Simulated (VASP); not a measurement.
# InP (Fm-3m) in VASP: notebook, part 2 of 2

VASP 6.6.1. Earlier steps stand in the parts before.

## 4. Relaxation of cell and atoms, PBE

This run uses another cell than the first one, of 21.22 Å³/atom.

File INCAR:

```
SYSTEM = InP
PREC = Accurate ; ENCUT = 600
EDIFF = 1E-7 ; ISMEAR = 0
SIGMA = 0.1 ; LREAL = .False.
LASPH = .True. ; NELM = 80
ALGO = Normal ; ISIF = 3
LWAVE = .False. ; LCHARG = .False.
GGA = PE ; IBRION = 2
NSW = 100 ; EDIFFG = -0.005
```

File KPOINTS:

```
Automatic mesh
0
Gamma
  14 14 14
  0 0 0
```

File POSCAR:

```
InP
1.0
    0.0000000000      2.7684979569      2.7684979569
    2.7684979569      0.0000000000      2.7684979569
    2.7684979569      2.7684979569      0.0000000000
In P
1 1
Direct
    0.0000000000      0.0000000000      0.0000000000
    0.5000000000      0.5000000000      0.5000000000
```

Potentials or basis: VASP PAW PBE potentials, release 64 (In_d, P).

Command:

```sh
> cat potpaw_PBE.64/In_d/POTCAR potpaw_PBE.64/P/POTCAR > POTCAR
> mpirun -np 1 vasp_std > vasp.out
```

OUTCAR:

```text
SYSTEM = InP
   PREC = Accurate
   ENCUT = 600
   EDIFF = 1E-7
   ISMEAR = 0
   LREAL = .False.
   LASPH = .True.
   NELM = 80
   ISIF = 3
   GGA = PE
   IBRION = 2
   NSW = 100
   EDIFFG = -0.005

 ion  position               nearest neighbor table
   1  0.000  0.000  0.000-   2 2.77   2 2.77   2 2.77   2 2.77   2 2.77   2 2.77
   2  0.500  0.500  0.500-   1 2.77   1 2.77   1 2.77   1 2.77   1 2.77   1 2.77

  LATTYP: Found a face centered cubic cell.
 ALAT       =     5.5369959138

  Lattice vectors:

 A1 = (   0.0000000000,   2.7684979569,   2.7684979569)
 A2 = (   2.7684979569,   0.0000000000,   2.7684979569)
 A3 = (   2.7684979569,   2.7684979569,   0.0000000000)

Analysis of symmetry for initial positions (statically):
=====================================================================
 Subroutine PRICEL returns:
 Original cell was already a primitive cell.

 Routine SETGRP: Setting up the symmetry group for a
 face centered cubic supercell.

 Subroutine GETGRP returns: Found 48 space group operations
 (whereof 48 operations were pure point group operations)
 out of a pool of 48 trial point group operations.

The static configuration has the point symmetry O_h .

Analysis of symmetry for dynamics (positions and initial velocities):
=====================================================================
 Subroutine PRICEL returns:
 Original cell was already a primitive cell.

 Routine SETGRP: Setting up the symmetry group for a
 face centered cubic supercell.

 Subroutine GETGRP returns: Found 48 space group operations
 (whereof 48 operations were pure point group operations)
 out of a pool of 48 trial point group operations.

The dynamic configuration has the point symmetry O_h .

 Subroutine INISYM returns: Found 48 space group operations
 (whereof 48 operations are pure point group operations),
 and found     1 'primitive' translations

----------------------------------------------------------------------------------------

                                     Primitive cell
[... 135 lines left out ...]
  ---------------------------------------------------
  ext. energy  EPLUGINS =         0.00000000
  ---------------------------------------------------
  free energy    TOTEN  =        -7.91811255 eV

  energy without entropy =       -7.91159871  energy(sigma->0) =       -7.91485563

------------------------ aborting loop because EDIFF is reached ----------------------------------------

  FORCE on cell =-STRESS in cart. coord.  units (eV):
  Direction    XX          YY          ZZ          XY          YZ          ZX
  --------------------------------------------------------------------------------------
  -------------------------------------------------------------------------------------
  Total        0.0384570      0.0384570      0.0384570     -0.0000000      0.0000000     -0.0000000
  in kB        1.4518545      1.4518545      1.4518545     -0.0000000      0.0000000     -0.0000000
  external PRESSURE =       1.4518545 kB  Pullay stress =       0.0000000 kB
[... 59 lines left out ...]
--------------------------------------- Ionic step        3  -------------------------------------------

 number of electron      17.9999998 magnetization

 Free energy of the ion-electron system (eV)
  ---------------------------------------------------
  ext. energy  EPLUGINS =         0.00000000
  ---------------------------------------------------
  free energy    TOTEN  =        -7.91814733 eV

  energy without entropy =       -7.91162177  energy(sigma->0) =       -7.91488455

 E-fermi :   6.9817     XC(G=0): -10.3897

 val. band max:        6.9697391958   @ k =   0.5000   0.3571   0.0714
 cond. band min:       6.9902912126   @ k =  -0.3571   0.1429   0.0000
 fundamental gap:      0.0205520167
 Fermi energy:         6.9817012124

 k-point     1 :       0.0000    0.0000    0.0000
  band No.  band energies     occupation
      1      -7.1896      2.00000
      2      -7.1896      2.00000
      3      -7.1697      2.00000
      4      -7.1697      2.00000
      5      -7.1697      2.00000
      6      -4.9831      2.00000
      7       6.7353      1.99951
      8       6.7353      1.99951
      9       6.7353      1.99951
     10       7.5308      0.00000
     11      14.1195      0.00000
     12      14.1195      0.00000
     13      14.1195      0.00000
[... 354 lines left out ...]
  band No.  band energies     occupation
      1      -7.2688      2.00000
      2      -7.1916      2.00000
      3      -7.1822      2.00000
      4      -7.1307      2.00000
      5      -7.1171      2.00000
      6      -4.0470      2.00000
      7       3.2575      2.00000
      8       6.0334      2.00000
      9       6.3160      2.00000
     10       9.3155      0.00000
     11      11.5467      0.00000
     12      12.6709      0.00000
     13      13.4691      0.00000

 [... further k-points ...]

------------------------ aborting loop because EDIFF is reached ----------------------------------------

  FORCE on cell =-STRESS in cart. coord.  units (eV):
  Direction    XX          YY          ZZ          XY          YZ          ZX
  --------------------------------------------------------------------------------------
  -------------------------------------------------------------------------------------
  Total        0.0017311      0.0017311      0.0017311      0.0000000      0.0000000      0.0000000
  in kB        0.0652340      0.0652340      0.0652340      0.0000000      0.0000000      0.0000000
  external PRESSURE =       0.0652340 kB  Pullay stress =       0.0000000 kB
[... 17 lines left out ...]
  FREE ENERGIE OF THE ION-ELECTRON SYSTEM (eV)
  ---------------------------------------------------
  free  energy   TOTEN  =        -7.9181473268 eV

  energy  without entropy=       -7.9116217671  energy(sigma->0) =       -7.91488455

 reached required accuracy - stopping structural energy minimisation
```

OSZICAR:

```text
N       E                     dE             d eps       ncg     rms          rms(c)
DAV:   1     0.116233324909E+03    0.11623E+03   -0.95729E+03  2747   0.181E+03
DAV:   2    -0.383513654591E+00   -0.11662E+03   -0.11298E+03  2854   0.360E+02
DAV:   3    -0.801836795337E+01   -0.76349E+01   -0.74372E+01  3547   0.915E+01
[... 26 lines left out ...]
DAV:   4    -0.791814591545E+01   -0.56043E-06   -0.19997E-06  2884   0.152E-02    0.929E-03
DAV:   5    -0.791814686736E+01   -0.95191E-06   -0.22986E-07  2876   0.568E-03    0.329E-03
DAV:   6    -0.791814751195E+01   -0.64459E-06   -0.90928E-08  2007   0.379E-03    0.950E-04
DAV:   7    -0.791814736761E+01    0.14434E-06   -0.23316E-08  1457   0.323E-03    0.258E-04
DAV:   8    -0.791814732680E+01    0.40814E-07   -0.87378E-09  1457   0.160E-03
   3 F= -.79181473E+01 E0= -.79148845E+01  d E =-.347766E-04
```

CONTCAR:

```text
InP
   1.00000000000000
    -0.0000000000000000    2.7702154644198891    2.7702154644198891
     2.7702154644198891    0.0000000000000000    2.7702154644198891
     2.7702154644198891    2.7702154644198891    0.0000000000000000
  In              P
     1     1
Direct
     0.0000000000000000    0.0000000000000000    0.0000000000000000
     0.5000000000000000    0.5000000000000000    0.5000000000000000

  0.00000000E+00  0.00000000E+00  0.00000000E+00
  0.00000000E+00  0.00000000E+00  0.00000000E+00
```

It took 2 min on 1 thread of Intel Xeon 8259CL, shared host; peak memory 0.24 GiB.

Results:

| Property | Result |
| --- | --- |
| Free energy | -7.9181 eV |
| Relaxed volume | 21.26 Å³/atom |
| Relaxed cell | a = 3.918 Å, b = 3.918 Å, c = 3.918 Å, α = 60.00°, β = 60.00°, γ = 60.00° |
| Space group after relaxing (to 0.1 Å) | Fm-3m (No. 225) |
| Energy gained by relaxing | 0.0 meV/atom |
| Ionic steps | 3 |
| Pressure after relaxing | 0.0 GPa |
| Band gap on the k mesh | zero (bands 9 and 10 overlap by 2.63 eV) |

Final structure:
```
CELL_PARAMETERS angstrom
0.00000 2.77022 2.77022
2.77022 0.00000 2.77022
2.77022 2.77022 0.00000
ATOMIC_POSITIONS crystal
In 0.00000 0.00000 0.00000
P 0.50000 0.50000 0.50000
```

Levels at points of the mesh, in eV from the Fermi level:
| k point | band 7 | band 8 | band 9 | band 10 | band 11 | band 12 |
| --- | --- | --- | --- | --- | --- | --- |
| (0.00, 0.00, 0.00) | -0.25 | -0.25 | -0.25 | 0.55 | 7.14 | 7.14 |
| (0.50, 0.00, 0.00) | -6.58 | 0.18 | 0.18 | 2.53 | 3.45 | 3.45 |
| (0.50, 0.50, 0.00) | -4.90 | -2.46 | -2.29 | -2.29 | 3.88 | 9.89 |

Caveat: spin-orbit coupling is left out, which moves the levels of the heavy elements.

## 5. Relaxation of cell and atoms, PBE, target pressure 3 GPa, at which the enthalpy is minimised

File INCAR:

```
  PREC = Accurate
  ENCUT = 600
  EDIFF = 1E-7
  ISMEAR = -1
  SIGMA = 0.15
  LREAL = F
  LASPH = T
  NELM = 80
  ALGO = Normal
  ISIF = 3
  LWAVE = F
  LCHARG = F
  GGA = PE
  IBRION = 2
  NSW = 80
  EDIFFG = -0.001
  PSTRESS = 30.0
```

File KPOINTS:

```
Automatic mesh
0
Gamma
  14 14 14
```

File POSCAR:

```
InP
1.0
    0.0000000000      2.7719816220      2.7719816220
    2.7719816220      0.0000000000      2.7719816220
    2.7719816220      2.7719816220      0.0000000000
In P
1 1
Direct
    0.0000000000      0.0000000000      0.0000000000
    0.5000000000      0.5000000000      0.5000000000
```

Potentials or basis: VASP PAW PBE potentials, release 64 (In_d, P).

Command:

```sh
> cat potpaw_PBE.64/In_d/POTCAR potpaw_PBE.64/P/POTCAR > POTCAR
> mpirun -np 1 vasp_std > vasp.out
```

OUTCAR:

```text
PREC = Accurate
   ENCUT = 600
   EDIFF = 1E-7
   ISMEAR = -1
   LREAL = F
   LASPH = T
   NELM = 80
   ISIF = 3
   GGA = PE
   IBRION = 2
   NSW = 80
   EDIFFG = -0.001
   PSTRESS = 30.0

 ion  position               nearest neighbor table
   1  0.000  0.000  0.000-   2 2.77   2 2.77   2 2.77   2 2.77   2 2.77   2 2.77
   2  0.500  0.500  0.500-   1 2.77   1 2.77   1 2.77   1 2.77   1 2.77   1 2.77

  LATTYP: Found a face centered cubic cell.
 ALAT       =     5.5439632440

  Lattice vectors:

 A1 = (   0.0000000000,   2.7719816220,   2.7719816220)
 A2 = (   2.7719816220,   0.0000000000,   2.7719816220)
 A3 = (   2.7719816220,   2.7719816220,   0.0000000000)

Analysis of symmetry for initial positions (statically):
=====================================================================
 Subroutine PRICEL returns:
 Original cell was already a primitive cell.

 Routine SETGRP: Setting up the symmetry group for a
 face centered cubic supercell.

 Subroutine GETGRP returns: Found 48 space group operations
 (whereof 48 operations were pure point group operations)
 out of a pool of 48 trial point group operations.

The static configuration has the point symmetry O_h .

Analysis of symmetry for dynamics (positions and initial velocities):
=====================================================================
 Subroutine PRICEL returns:
 Original cell was already a primitive cell.
[... 231 lines left out ...]

 number of electron      17.9999996 magnetization

 Free energy of the ion-electron system (eV)
  ---------------------------------------------------
  ext. energy  EPLUGINS =         0.00000000
  ---------------------------------------------------
  free energy    TOTEN  =        -7.94033794 eV

  energy without entropy =       -7.87235158  energy(sigma->0) =       -7.90634476

 E-fermi :   7.4917     XC(G=0): -10.5544

 val. band max:        7.4779394697   @ k =  -0.1429   0.0714   0.0000
 cond. band min:       7.5529638860   @ k =  -0.4286   0.0714   0.0000
 fundamental gap:      0.0750244163
 Fermi energy:         7.4917448216

 k-point     1 :       0.0000    0.0000    0.0000
  band No.  band energies     occupation
      1      -6.7908      2.00000
      2      -6.7908      2.00000
      3      -6.7686      2.00000
      4      -6.7686      2.00000
      5      -6.7686      2.00000
      6      -4.8085      2.00000
      7       7.1524      1.81146
      8       7.1524      1.81146
      9       7.1524      1.81146
     10       8.2673      0.01130
     11      14.5694      0.00000
     12      14.5694      0.00000
     13      14.5694      0.00000
[... 354 lines left out ...]
  band No.  band energies     occupation
      1      -6.8824      2.00000
      2      -6.7935      2.00000
      3      -6.7833      2.00000
      4      -6.7251      2.00000
      5      -6.7094      2.00000
      6      -3.8257      2.00000
      7       3.6614      2.00000
      8       6.4192      1.99843
      9       6.7340      1.98728
     10       9.8452      0.00000
     11      12.0983      0.00000
     12      13.1626      0.00000
     13      14.0027      0.00000

 [... further k-points ...]

------------------------ aborting loop because EDIFF is reached ----------------------------------------

  FORCE on cell =-STRESS in cart. coord.  units (eV):
  Direction    XX          YY          ZZ          XY          YZ          ZX
  --------------------------------------------------------------------------------------
  -------------------------------------------------------------------------------------
  Total        0.7697681      0.7697681      0.7697681      0.0000000      0.0000000      0.0000000
  in kB       30.0562077     30.0562077     30.0562077      0.0000000      0.0000000      0.0000000
  external PRESSURE =       0.0562077 kB  Pullay stress =      30.0000000 kB
[... 21 lines left out ...]
  energy  without entropy=       -7.8723515834  energy(sigma->0) =       -7.90634476

  enthalpy is  TOTEN    =        -7.1720093889 eV   P V=        0.7683285489

 reached required accuracy - stopping structural energy minimisation
```

OSZICAR:

```text
N       E                     dE             d eps       ncg     rms          rms(c)
DAV:   1     0.116793841415E+03    0.11679E+03   -0.94650E+03  2724   0.180E+03
DAV:   2    -0.292961978239E+00   -0.11709E+03   -0.11358E+03  2809   0.365E+02
DAV:   3    -0.804562746913E+01   -0.77527E+01   -0.75716E+01  3543   0.920E+01
[... 30 lines left out ...]
DAV:   6    -0.794033617544E+01    0.18818E-04   -0.52843E-05  4032   0.802E-02    0.208E-02
DAV:   7    -0.794033742973E+01   -0.12543E-05   -0.48484E-06  3320   0.274E-02    0.487E-03
DAV:   8    -0.794033769478E+01   -0.26505E-06   -0.36824E-07  3319   0.125E-02    0.231E-03
DAV:   9    -0.794033793071E+01   -0.23592E-06   -0.43938E-08  1537   0.192E-03    0.295E-04
DAV:  10    -0.794033793780E+01   -0.70972E-08   -0.17534E-08  1462   0.311E-03
   3 F= -.71720094E+01 E0= -.71380162E+01  d E =-.151543E-01
```

CONTCAR:

```text
InP
   1.00000000000000
     0.0000000000000000    2.7375922803711470    2.7375922803711470
     2.7375922803711470    0.0000000000000000    2.7375922803711470
     2.7375922803711470    2.7375922803711470    0.0000000000000000
  In              P
     1     1
Direct
     0.0000000000000000    0.0000000000000000    0.0000000000000000
     0.5000000000000000    0.5000000000000000    0.5000000000000000

  0.00000000E+00  0.00000000E+00  0.00000000E+00
  0.00000000E+00  0.00000000E+00  0.00000000E+00
```

Wall time 2.5 min (1 thread of Intel Xeon 8259CL, shared host); peak memory 0.24 GiB.

What came out:

```yaml
Free_energy: -7.9403 eV
Relaxed_volume: 20.52 Å³/atom
Relaxed_cell: a = 3.872 Å, b = 3.872 Å, c = 3.872 Å, α = 60.00°, β = 60.00°, γ = 60.00°
Space_group_after_relaxing_to_0.1_Å: Fm-3m (No. 225)
Energy_change_on_relaxing_the_run_minimises_the_enthalpy: +7.1 meV/atom
Ionic_steps: 3
Pressure_after_relaxing: 3.0 GPa
Band_gap_on_the_k_mesh: zero (bands 9 and 10 overlap by 2.76 eV)
```

Step by step:
```
step  energy change (eV)  largest force (eV/Å)  pressure (GPa)  volume (Å³)
   1              0.0000                0.0000            0.01        42.60
   2              0.0346                0.0000            4.89        40.20
   3              0.0142                0.0000            3.01        41.03
```

Final structure:
```cif
data_structure
_symmetry_space_group_name_H-M 'P 1'
_symmetry_Int_Tables_number 1
_cell_length_a 3.8715
_cell_length_b 3.8715
_cell_length_c 3.8715
_cell_angle_alpha 60.000
_cell_angle_beta 60.000
_cell_angle_gamma 60.000
_cell_volume 41.03
loop_
_atom_site_label
_atom_site_type_symbol
_atom_site_fract_x
_atom_site_fract_y
_atom_site_fract_z
_atom_site_occupancy
In1 In 0.00000 0.00000 0.00000 1
P1 P 0.50000 0.50000 0.50000 1
```

Caveat: the cell is relaxed towards a set pressure, so the run minimises the enthalpy, not the energy; spin-orbit coupling is left out, which moves the levels of the heavy elements.

## 6. Overview

```csv
task,cell,cutoff (eV),smearing,gap on the mesh (eV),pressure (GPa)
single point,"a = 3.920 Å, angles 60.0°, 2 atoms",520,fermi-dirac 0.15 eV,none,0.0
single point,"a = 3.946 Å, angles 60.0°, 2 atoms",520,fermi-dirac 0.15 eV,none,-1.4
relaxation of cell and atoms,"relaxed from a = 3.915 Å, angles 60.0°, 2 atoms",600,gaussian 0.1 eV,none,0.0
relaxation of cell and atoms,"relaxed to 3 GPa from a = 3.920 Å, angles 60.0°, 2 atoms",600,fermi-dirac 0.15 eV,none,3.0
```

Alike in all rows: level PBE; potentials or basis VASP PAW PBE potentials, release 64 (In_d, P); no spin polarisation; k mesh 14 × 14 × 14.

Caveats: spin-orbit coupling is left out, which moves the levels of the heavy elements; the cell is relaxed towards a set pressure, so the run minimises the enthalpy, not the energy (at least some runs).

Absolute energies hang on the potentials; compare differences alone.

The gap in the log of VASP goes by the Fermi energy; the results here count the filled bands.